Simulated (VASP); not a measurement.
# LuH2 (Fm-3m) in VASP: vibrations by perturbation theory with PBEsol

Aim: the vibrations by perturbation theory of LuH2 with PBEsol.

Program: VASP 6.6.1. These are calculated values, not measurements. Logs are shortened: lines on timing, memory, paths and dates and some standing lists are left out, and cuts for length are marked.

## 1. The cell of the first run

The structure is cubic, space group Fm-3m (No. 225). Conventional cell: a = 4.958 Å, b = 4.958 Å, c = 4.958 Å, α = 90.00°, β = 90.00°, γ = 90.00°. Lu (site symmetry m-3m) has 8 H at 2.15 Å within 2.8 Å. Within 2.8 Å of H (site symmetry -43m) lie 4 Lu at 2.15 Å and 6 H at 2.48 Å.

## 2. Vibrations by perturbation theory, PBEsol

File INCAR:

```
ALGO     = Normal         # electronic algorithm
EDIFF    = 1E-8           # SCF threshold, eV
ENCUT    = 520            # plane-wave cutoff, eV
GGA      = PS             # functional
IBRION   = 8              # ionic algorithm
ISIF     = 2              # what is computed and relaxed
ISMEAR   = 1              # smearing method
LASPH    = T              # aspherical terms in the spheres
LCHARG   = T              # write CHGCAR
LREAL    = F              # projectors in reciprocal space
LWAVE    = F              # write WAVECAR
NBANDS   = 20             # bands
NELM     = 60             # most SCF steps
NSW      = 1              # ionic steps
PREC     = Accurate       # precision mode
SIGMA    = 0.2            # smearing width, eV
```

File KPOINTS:

```
k-points
0
Gamma
  12 12 12
```

File POSCAR:

```
LuH2
1.0
    0.0000000000      2.4791671951      2.4791671951
    2.4791671951      0.0000000000      2.4791671951
    2.4791671951      2.4791671951      0.0000000000
Lu H
1 2
Direct
    0.0000000000      0.0000000000      0.0000000000
    0.2500000000      0.2500000000      0.2500000000
    0.7500000000      0.7500000000      0.7500000000
```

Potentials or basis: VASP PAW PBE potentials, release 64 (Lu, H).

Run with:

```
$ cat potpaw_PBE.64/Lu/POTCAR potpaw_PBE.64/H/POTCAR > POTCAR
$ mpirun -np 1 vasp_std > vasp.out
```

OUTCAR:

```text
EDIFF = 1E-8
   ENCUT = 520
   GGA = PS
   IBRION = 8
   ISIF = 2
   ISMEAR = 1
   LASPH = T
   LREAL = F
   NELM = 60
   NSW = 1
   PREC = Accurate

 ion  position               nearest neighbor table
   1  0.000  0.000  0.000-   3 2.15   3 2.15   3 2.15   2 2.15   2 2.15   2 2.15   3 2.15   2 2.15

   2  0.250  0.250  0.250-   1 2.15   1 2.15   1 2.15   1 2.15
   3  0.750  0.750  0.750-   1 2.15   1 2.15   1 2.15   1 2.15

  LATTYP: Found a face centered cubic cell.
 ALAT       =     4.9583343902

  Lattice vectors:

 A1 = (   0.0000000000,   2.4791671951,   2.4791671951)
 A2 = (   2.4791671951,   0.0000000000,   2.4791671951)
 A3 = (   2.4791671951,   2.4791671951,   0.0000000000)

Analysis of symmetry for initial positions (statically):
=====================================================================
 Subroutine PRICEL returns:
 Original cell was already a primitive cell.

 Routine SETGRP: Setting up the symmetry group for a
 face centered cubic supercell.

 Subroutine GETGRP returns: Found 48 space group operations
 (whereof 48 operations were pure point group operations)
 out of a pool of 48 trial point group operations.

The static configuration has the point symmetry O_h .

Analysis of symmetry for dynamics (positions and initial velocities):
=====================================================================
 Subroutine PRICEL returns:
 Original cell was already a primitive cell.

 Routine SETGRP: Setting up the symmetry group for a
 face centered cubic supercell.

 Subroutine GETGRP returns: Found 48 space group operations
 (whereof 48 operations were pure point group operations)
 out of a pool of 48 trial point group operations.

The dynamic configuration has the point symmetry O_h .

 Subroutine INISYM returns: Found 48 space group operations
 (whereof 48 operations are pure point group operations),
 and found     1 'primitive' translations

----------------------------------------------------------------------------------------

                                     Primitive cell
[... 726 lines left out ...]
      0.00000      0.00000      0.00000        -0.000000      0.000000     -0.000000
      1.23958      1.23958      1.23958        -0.000000     -0.000000     -0.000000
      3.71875      3.71875      3.71875         0.000000      0.000000      0.000000
 -----------------------------------------------------------------------------------
    total drift:                               -0.000000     -0.000000      0.000000

  FREE ENERGIE OF THE ION-ELECTRON SYSTEM (eV)
  ---------------------------------------------------
  free  energy   TOTEN  =       -13.7025734085 eV

  energy  without entropy=      -13.7044024518  energy(sigma->0) =      -13.70318309

[... ionic steps 2 to 3 ...]

--------------------------------------- Ionic step        4  -------------------------------------------

------------------------ aborting loop because EDIFF is reached ----------------------------------------

[... ionic steps 5 to 6 ...]

--------------------------------------- Ionic step        7  -------------------------------------------

 Free energy of the ion-electron system (eV)
  ---------------------------------------------------
  ---------------------------------------------------
  free energy    TOTEN  =        -0.01752495 eV

  energy without entropy =       -0.01752495

------------------------ aborting loop because EDIFF is reached ----------------------------------------

 INTERNAL STRAIN TENSOR  FOR ION    2  DIRECTION 1   (eV/Angst):
 -----------------------------------------------------------------------------
     0.00044  0.00000  0.00000
     0.00000  0.00123 -3.96738
     0.00000 -3.96738  0.00123

 INTERNAL STRAIN TENSOR FOR ION    3 for displacements in x,y,z  (eV/Angst):
          X           Y           Z          XY          YZ          ZX
  --------------------------------------------------------------------------------
  x     0.00000     0.00000     0.00000     0.00000     3.96738     0.00000
  y     0.00000     0.00000     0.00000     0.00000     0.00000     3.96738
  z     0.00000     0.00000     0.00000     3.96738     0.00000     0.00000

 SECOND DERIVATIVES (NOT SYMMETRIZED)
 ------------------------------------
               1X          1Y          1Z          2X          2Y          2Z          3X          3Y          3Z
  1X    -7.339935    0.000000    0.000000    3.669967    0.000000    0.000000    3.669967    0.000000    0.000000
  1Y     0.000000   -7.339935    0.000000    0.000000    3.669967    0.000000    0.000000    3.669967    0.000000
  1Z     0.000000    0.000000   -7.339935    0.000000    0.000000    3.669967    0.000000    0.000000    3.669967
  2X     3.674461    0.000000    0.000000   -4.576175    0.000000    0.000000    0.901715   -0.000000   -0.000000
  2Y     0.000000    3.674461    0.000000    0.000000   -4.576175    0.000000   -0.000000    0.901715    0.000000
  2Z     0.000000    0.000000    3.674461    0.000000    0.000000   -4.576175   -0.000000    0.000000    0.901715
  3X     3.674461    0.000000    0.000000    0.901715   -0.000000   -0.000000   -4.576175    0.000000    0.000000
  3Y     0.000000    3.674461    0.000000   -0.000000    0.901715    0.000000    0.000000   -4.576175    0.000000
  3Z     0.000000    0.000000    3.674461   -0.000000    0.000000    0.901715    0.000000    0.000000   -4.576175

 Eigenvectors and eigenvalues of the dynamical matrix
 ----------------------------------------------------

   1 f  =   36.589577 THz   229.899090 2PiTHz 1220.496900 cm-1   151.322262 meV
             X         Y         Z           dx          dy          dz
      0.000000  0.000000  0.000000     0.000000    0.000000   -0.000000
      1.239584  1.239584  1.239584     0.048771   -0.705423   -0.000000
      3.718751  3.718751  3.718751    -0.048771    0.705423   -0.000000
[... 43 lines left out ...]
   9 f/i=    0.001948 THz     0.012239 2PiTHz    0.064973 cm-1     0.008056 meV
             X         Y         Z           dx          dy          dz
      0.000000  0.000000  0.000000    -0.000001   -0.000006    0.994340
      1.239584  1.239584  1.239584    -0.000000   -0.000000    0.075126
      3.718751  3.718751  3.718751    -0.000000   -0.000000    0.075126

--------------------------------------------------------------------------------------------------------

 ELASTIC MODULI CONTR FROM IONIC RELAXATION (kBar)
 Direction    XX          YY          ZZ          XY          YZ          ZX
 --------------------------------------------------------------------------------
 XX           0.0000      0.0000      0.0000      0.0000      0.0000      0.0000
 YY           0.0000      0.0000      0.0000      0.0000      0.0000      0.0000
 ZZ           0.0000      0.0000      0.0000      0.0000      0.0000      0.0000
 XY           0.0000      0.0000      0.0000   -302.1260      0.0000      0.0000
 YZ           0.0000      0.0000      0.0000      0.0000   -302.1260     -0.0000
 ZX           0.0000      0.0000      0.0000      0.0000     -0.0000   -302.1260
 --------------------------------------------------------------------------------
```

stdout:

```text
POSCAR found type information on POSCAR LuH
 POSCAR found :  2 types and       3 ions
 scaLAPACK will be used
 -----------------------------------------------------------------------------
|                                                                             |
|                                                                             |
|     You enforced a specific xc type in the INCAR file but a different       |
|     I HOPE YOU KNOW WHAT YOU ARE DOING!                                     |
|                                                                             |
 -----------------------------------------------------------------------------

 LDA part: xc-table for (Slater+PW92), standard interpolation
 POSCAR, INCAR and KPOINTS ok, starting setup
 FFT: planning ... GRIDC
 FFT: planning ... GRID_SOFT
 FFT: planning ... GRID
 WAVECAR not read
 entering main loop
 Linear response reoptimize wavefunctions to high precision
 Linear response DOF=           2
 Linear response progress:
 first order change of Fermi-energy  -0.15337E-04
 force on displaced ion       1 direction 1 :  -7.340   0.000   0.000
 Linear response progress:
 first order change of Fermi-energy  -0.11569E-04
 force on displaced ion       2 direction 1 :  -4.576   0.000   0.000
 Linear response finished
```

It took 7.8 min on 1 thread of Intel Xeon Platinum 8488C (Sapphire Rapids), shared host; peak memory 0.5 GiB.

What came out:

- Highest phonon frequency at Γ, LO-TO splitting left out: 1220 cm⁻¹

Phonon frequencies in cm⁻¹ (negative: imaginary):
```tsv
q point	frequencies
(0.000, 0.000, 0.000)	0 0 0 1005 1005 1005 1220 1220 1220
```

Caveat: spin-orbit coupling is left out, which moves the levels of the heavy elements.
